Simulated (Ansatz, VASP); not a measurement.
## NaI in VASP and in Ansatz

```
I Na
1.0
     0.00000    3.19266    3.19266
     3.19266    0.00000    3.19266
     3.19266    3.19266    0.00000
I Na
1 1
Cartesian
  3.1927 3.1927 3.1927
  0.0000 0.0000 0.0000
```

Alike in both runs: task single point; functional PBE0; k mesh 4 × 4 × 4; occupations fermi-dirac, width 0.05 eV; no spin polarisation.

|  | VASP | Ansatz |
| --- | --- | --- |
| version | VASP 6.6.1 | Ansatz 0.2.0 |
| potentials or method | VASP PAW PBE potentials, release 64 (I, Na_pv) | Ansatz PAW |
| plane-wave cutoff (eV) | 520 | 420 |
| valence electrons in the cell | 14 | 26 |

Ansatz gave:

* gap on the k mesh at the Fermi level (eV): 5.48
* least direct gap on the mesh (eV): 5.48
* pressure (GPa): 0.9

What did VASP give for the same quantities?

gap on the k mesh at the Fermi level (eV): 5.48; least direct gap on the mesh (eV): 5.48; pressure (GPa): 0.8.

With one functional, cell and mesh, what is left measures potentials, basis and numerics. VASP's potentials hold 14 valence electrons a cell and Ansatz's 26, so a difference there can come from the potentials and not from the codes.

The k mesh is coarse, so the values compare programs but aren't converged. Neither program's run includes spin-orbit coupling.
